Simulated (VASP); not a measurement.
# Ge (Fd-3m) in VASP: vibrations by perturbation theory with PBE

Aim: the vibrations by perturbation theory of Ge with PBE.

All numbers are computed with VASP 6.6.1; they aren't measurements. Logs are shortened: lines on timing, memory, paths and dates and some standing lists are left out, and cuts for length are marked.

### Step 1. The cell of the first run

It takes space group Fd-3m (No. 227, cubic). Conventional cell: a = 5.725 Å, b = 5.725 Å, c = 5.725 Å, α = 90.00°, β = 90.00°, γ = 90.00°. Ge (site symmetry -43m) has 4 Ge at 2.48 Å within 3.3 Å.

### Step 2. Vibrations by perturbation theory, PBE (23.45 Å³/atom)

Contents of INCAR:

```
SYSTEM = Ge
PREC = Accurate
ENCUT = 520
EDIFF = 1E-8
ISMEAR = -1
SIGMA = 0.15
LREAL = .FALSE.
LASPH = .TRUE.
NELM = 100
ALGO = Normal
ISIF = 2
LWAVE = .FALSE.
LCHARG = .FALSE.
GGA = PE
NBANDS = 21
IBRION = 8
NSW = 1
```

Contents of KPOINTS:

```
regular mesh
0
G
  14 14 14
  0 0 0
```

Contents of POSCAR:

```
Ge
1.0
    0.0000000000      2.8624862557      2.8624862557
    2.8624862557      0.0000000000      2.8624862557
    2.8624862557      2.8624862557      0.0000000000
Ge
2
Direct
    0.5000000000      0.5000000000      0.5000000000
    0.7500000000      0.7500000000      0.7500000000
```

Potentials or basis: VASP PAW PBE potentials, release 64 (Ge_d).

Launch:

```console
$ cat potpaw_PBE.64/Ge_d/POTCAR > POTCAR
$ mpirun -np 1 vasp_std > vasp.out
```

OUTCAR:

```text
SYSTEM = Ge
   PREC = Accurate
   ENCUT = 520
   EDIFF = 1E-8
   ISMEAR = -1
   LREAL = .FALSE.
   LASPH = .TRUE.
   NELM = 100
   ISIF = 2
   GGA = PE
   IBRION = 8
   NSW = 1

 ion  position               nearest neighbor table
   1  0.500  0.500  0.500-   2 2.48   2 2.48   2 2.48   2 2.48
   2  0.750  0.750  0.750-   1 2.48   1 2.48   1 2.48   1 2.48

  LATTYP: Found a face centered cubic cell.
 ALAT       =     5.7249725114

  Lattice vectors:

 A1 = (   0.0000000000,   2.8624862557,   2.8624862557)
 A2 = (   2.8624862557,   0.0000000000,   2.8624862557)
 A3 = (   2.8624862557,   2.8624862557,   0.0000000000)

Analysis of symmetry for initial positions (statically):
=====================================================================
 Subroutine PRICEL returns:
 Original cell was already a primitive cell.

 Routine SETGRP: Setting up the symmetry group for a
 face centered cubic supercell.

 Subroutine GETGRP returns: Found 48 space group operations
 (whereof 24 operations were pure point group operations)
 out of a pool of 48 trial point group operations.

The static configuration has the point symmetry T_d .
 The point group associated with its full space group is O_h .

Analysis of symmetry for dynamics (positions and initial velocities):
=====================================================================
 Subroutine PRICEL returns:
 Original cell was already a primitive cell.

 Routine SETGRP: Setting up the symmetry group for a
 face centered cubic supercell.

 Subroutine GETGRP returns: Found 48 space group operations
 (whereof 24 operations were pure point group operations)
 out of a pool of 48 trial point group operations.

The dynamic configuration has the point symmetry T_d .
 The point group associated with its full space group is O_h .

 Subroutine INISYM returns: Found 48 space group operations
 (whereof 24 operations are pure point group operations),
 and found     1 'primitive' translations

----------------------------------------------------------------------------------------

                                     Primitive cell

  volume of cell :      46.9094

  direct lattice vectors                    reciprocal lattice vectors
     0.000000000  2.862486256  2.862486256    -0.174673328  0.174673328  0.174673328
     2.862486256  0.000000000  2.862486256     0.174673328 -0.174673328  0.174673328
     2.862486256  2.862486256  0.000000000     0.174673328  0.174673328 -0.174673328

  length of vectors
     4.048166885  4.048166885  4.048166885     0.302543078  0.302543078  0.302543078

  position of ions in fractional coordinates (direct lattice)
     0.500000000  0.500000000  0.500000000
     0.750000000  0.750000000  0.750000000

  ion indices of the primitive-cell ions
   primitive index   ion index
                 1           1
                 2           2

----------------------------------------------------------------------------------------

 KPOINTS: regular mesh

Automatic generation of k-mesh.
 Grid dimensions read from file:
 generate k-points for:   14   14   14

 Generating k-lattice:

  Cartesian coordinates                     Fractional coordinates (reciprocal lattice)
    -0.012476666  0.012476666  0.012476666     0.071428571  0.000000000  0.000000000
     0.012476666 -0.012476666  0.012476666     0.000000000  0.071428571  0.000000000
     0.012476666  0.012476666 -0.012476666     0.000000000  0.000000000  0.071428571

  Length of vectors
     0.021610220  0.021610220  0.021610220

  Shift w.r.t. Gamma in fractional coordinates (k-lattice)
     0.000000000  0.000000000  0.000000000

 Subroutine IBZKPT returns following result:
 ===========================================

 Found    104 irreducible k-points:

 Following reciprocal coordinates:
            Coordinates               Weight
  0.000000  0.000000  0.000000      1.000000
  0.071429  0.000000  0.000000      8.000000
  0.142857  0.000000  0.000000      8.000000
  0.214286  0.000000  0.000000      8.000000
  0.285714  0.000000  0.000000      8.000000
  0.357143  0.000000  0.000000      8.000000
[... 16 lines left out ...]
  0.214286  0.142857  0.000000     24.000000
  0.285714  0.142857  0.000000     24.000000
 [... further k-points ...]
   k-points           NKPTS =    104   k-points in BZ     NKDIM =    104   number of bands    NBANDS=     21
   number of dos      NEDOS =    301   number of ions     NIONS =      2
   total plane-waves  NPLWV =  27000
   dimension x,y,z NGX =    30 NGY =   30 NGZ =   30
   dimension x,y,z NGXF=    60 NGYF=   60 NGZF=   60
   ions per type =               2
   NGX,Y,Z   is equivalent  to a cutoff of  12.32, 12.32, 12.32 a.u.
   NGXF,Y,Z  is equivalent  to a cutoff of  24.64, 24.64, 24.64 a.u.
 SYSTEM =  Ge
   PREC   = accura    normal or accurate (medium, high low for compatibility)
   ISTART =      0    job   : 0-new  1-cont  2-samecut
   ICHARG =      2    charge: 1-file 2-atom 10-const
   ISPIN  =      1    spin polarized calculation?
   LNONCOLLINEAR =      F non collinear calculations
   LSORBIT =      F    spin-orbit coupling
   LASPH  =      T    aspherical Exc in radial PAW
   ENCUT  =  520.0 eV  38.22 Ry    6.18 a.u.   7.53  7.53  7.53*2*pi/ulx,y,z
   NELM   =    100;   NELMIN=  2; NELMDL= -5     # of ELM steps
   EDIFF  = 0.1E-07   stopping-criterion for ELM
   LREAL  =      F    real-space projection
   EDIFFG = 0.1E-06   stopping-criterion for IOM
   NSW    =      1    number of steps for IOM
   IBRION =      8    ionic relax: 0-MD 1-quasi-New 2-CG
   NFREE  =      0    steps in history (QN), initial steepest desc. (CG)
   ISIF   =      2    stress and relaxation
   ISYM   =      2    0-nonsym 1-usesym 2-fastsym
   POTIM  = 0.5000    time-step for ionic-motion
   TEBEG  =    0.0;   TEEND  =   0.0 temperature during run
   PSTRESS=    0.0 pullay stress
   NELECT =      28.0000    total number of electrons
   NUPDOWN=      -1.0000    fix difference up-down
   EMIN   =  10.00;   EMAX   =-10.00  energy-range for DOS
   EFERMI =   0.00;   METHOD = LEGACY
   ISMEAR =    -1;   SIGMA  =   0.15  broadening in eV -4-tet -1-fermi 0-gaus
   EFERMI_NEDOS =   21; number of points for ismear=-14 and -15
   IALGO  =     38    algorithm
   IMIX   =      4    mixing-type and parameters
     AMIX     =   0.40;   BMIX     =  1.00
     AMIX_MAG =   1.60;   BMIX_MAG =  1.00
  volume/ion in A,a.u.               =      23.45       158.28
  Fermi-wavevector in a.u.,A,eV,Ry     =   1.378396  2.604791 25.850748  1.899976
  Thomas-Fermi vector in A             =   2.503462
   LORBIT       =      0    0 simple, 1 ext, 2 COOP (PROOUT), +10 PAW based schemes
   GGA     = PE    functional components
   LHFCALC =     F    Hartree Fock is set to
   AEXX    =    0.0000 exact exchange contribution
   IVDW    =     0    specifies the selected vdW correction
   LEPSILON=     F    determine dielectric tensor
   LRPA    =     F    only Hartree local field effects (RPA)
 non-spin polarized calculation
  energy-cutoff  :      520.00
  volume of cell :       46.91
 maximum number of plane-waves:      1291
   NGX = 15   NGY = 15   NGZ = 15

--------------------------------------- Ionic step        1  -------------------------------------------

 number of electron      27.9999993 magnetization

 Free energy of the ion-electron system (eV)
  ---------------------------------------------------
  ext. energy  EPLUGINS =         0.00000000
  ---------------------------------------------------
  free energy    TOTEN  =        -9.03648663 eV

  energy without entropy =       -9.02887429  energy(sigma->0) =       -9.03268046

 E-fermi :   4.7265     XC(G=0):  -9.7595

 val. band max:        4.6511402480   @ k =   0.0000   0.0000   0.0000
 cond. band min:       4.7303665551   @ k =   0.5000   0.0000   0.0000
 fundamental gap:      0.0792263071
 Fermi energy:         4.7265170916

 k-point     1 :       0.0000    0.0000    0.0000
  band No.  band energies     occupation
      1     -20.1169      2.00000
      2     -20.1169      2.00000
      3     -20.1169      2.00000
      4     -20.0833      2.00000
      5     -20.0833      2.00000
      6     -19.8912      2.00000
[... 550 lines left out ...]
      5     -20.0363      2.00000
      6     -19.9499      2.00000
[... 13 lines left out ...]
     20      13.8457      0.00000
     21      14.3528      0.00000

 [... further k-points ...]

------------------------ aborting loop because EDIFF is reached ----------------------------------------

  FORCE on cell =-STRESS in cart. coord.  units (eV):
  Direction    XX          YY          ZZ          XY          YZ          ZX
  --------------------------------------------------------------------------------------
  -------------------------------------------------------------------------------------
  Total        0.3462014      0.3462014      0.3462014     -0.0000000     -0.0000000     -0.0000000
  in kB       11.8244009     11.8244009     11.8244009     -0.0000000     -0.0000000     -0.0000000
  external PRESSURE =      11.8244009 kB  Pullay stress =       0.0000000 kB

 VOLUME and BASIS-vectors are now :
 -----------------------------------------------------------------------------
  energy-cutoff  :      520.00
  volume of cell :       46.91
      direct lattice vectors                 reciprocal lattice vectors
     0.000000000  2.862486256  2.862486256    -0.174673328  0.174673328  0.174673328
     2.862486256  0.000000000  2.862486256     0.174673328 -0.174673328  0.174673328
     2.862486256  2.862486256  0.000000000     0.174673328  0.174673328 -0.174673328

 POSITION                                       TOTAL-FORCE (eV/Angst)
 -----------------------------------------------------------------------------------
      2.86249      2.86249      2.86249         0.000000      0.000000      0.000000
      4.29373      4.29373      4.29373        -0.000000     -0.000000     -0.000000
 -----------------------------------------------------------------------------------
    total drift:                                0.000000     -0.000000     -0.000000

  FREE ENERGIE OF THE ION-ELECTRON SYSTEM (eV)
  ---------------------------------------------------
  free  energy   TOTEN  =        -9.0364866310 eV

  energy  without entropy=       -9.0288742936  energy(sigma->0) =       -9.03268046

[... ionic steps 2 to 3 ...]

--------------------------------------- Ionic step        4  -------------------------------------------

 Free energy of the ion-electron system (eV)
  ---------------------------------------------------
  ---------------------------------------------------
  free energy    TOTEN  =        -0.19362474 eV

  energy without entropy =       -0.19362474

------------------------ aborting loop because EDIFF is reached ----------------------------------------

 INTERNAL STRAIN TENSOR  FOR ION    1  DIRECTION 1   (eV/Angst):
 -----------------------------------------------------------------------------
    -0.00593  0.00000  0.00000
     0.00000  0.00335  7.73846
     0.00000  7.73846  0.00335

 INTERNAL STRAIN TENSOR FOR ION    2 for displacements in x,y,z  (eV/Angst):
          X           Y           Z          XY          YZ          ZX
  --------------------------------------------------------------------------------
  x     0.00000     0.00000     0.00000     0.00000    -7.73846     0.00000
  y     0.00000     0.00000     0.00000     0.00000     0.00000    -7.73846
  z     0.00000     0.00000     0.00000    -7.73846     0.00000     0.00000

 SECOND DERIVATIVES (NOT SYMMETRIZED)
 ------------------------------------
               1X          1Y          1Z          2X          2Y          2Z
  1X   -10.309522    0.000000    0.000000   10.309522    0.000000    0.000000
  1Y     0.000000  -10.309522    0.000000    0.000000   10.309522    0.000000
  1Z     0.000000    0.000000  -10.309522    0.000000    0.000000   10.309522
  2X    10.309522    0.000000    0.000000  -10.309522    0.000000    0.000000
  2Y     0.000000   10.309522    0.000000    0.000000  -10.309522    0.000000
  2Z     0.000000    0.000000   10.309522    0.000000    0.000000  -10.309522

 Eigenvectors and eigenvalues of the dynamical matrix
 ----------------------------------------------------

   1 f  =    8.330801 THz    52.343968 2PiTHz  277.885617 cm-1    34.453410 meV
             X         Y         Z           dx          dy          dz
      2.862486  2.862486  2.862486     0.000000   -0.707107    0.000000
      4.293729  4.293729  4.293729     0.000000    0.707107    0.000000

   2 f  =    8.330801 THz    52.343968 2PiTHz  277.885617 cm-1    34.453410 meV
             X         Y         Z           dx          dy          dz
      2.862486  2.862486  2.862486    -0.707107    0.000000    0.000000
      4.293729  4.293729  4.293729     0.707107    0.000000    0.000000
[... 11 lines left out ...]
   5 f  =    0.000000 THz     0.000000 2PiTHz    0.000000 cm-1     0.000000 meV
             X         Y         Z           dx          dy          dz
      2.862486  2.862486  2.862486     0.000000    0.707107    0.000000
      4.293729  4.293729  4.293729     0.000000    0.707107    0.000000

   6 f  =    0.000000 THz     0.000000 2PiTHz    0.000000 cm-1     0.000000 meV
             X         Y         Z           dx          dy          dz
      2.862486  2.862486  2.862486     0.000000    0.000000    0.707107
      4.293729  4.293729  4.293729     0.000000    0.000000    0.707107

--------------------------------------------------------------------------------------------------------

 ELASTIC MODULI CONTR FROM IONIC RELAXATION (kBar)
 Direction    XX          YY          ZZ          XY          YZ          ZX
 --------------------------------------------------------------------------------
 XX          -0.0000      0.0000      0.0000      0.0000      0.0000      0.0000
 YY           0.0000     -0.0000      0.0000      0.0000      0.0000      0.0000
 ZZ           0.0000      0.0000     -0.0000      0.0000      0.0000      0.0000
 XY           0.0000      0.0000      0.0000   -198.3906      0.0000      0.0000
 YZ           0.0000      0.0000      0.0000      0.0000   -198.3906      0.0000
 ZX           0.0000      0.0000      0.0000      0.0000      0.0000   -198.3906
 --------------------------------------------------------------------------------
```

Run time: 22 min. Hardware: 1 thread of AMD EPYC 7R43 (Zen 3), shared host; peak memory 0.75 GiB.

What came out:

| Quantity | Value |
| --- | --- |
| Highest phonon frequency at Γ | 278 cm⁻¹ |

Phonon frequencies in cm⁻¹ (negative: imaginary):
| q point | frequencies |
| --- | --- |
| (0.000, 0.000, 0.000) | 0 0 0 278 278 278 |

Caveat: the cell stands under pressure or tension, which shifts response properties.
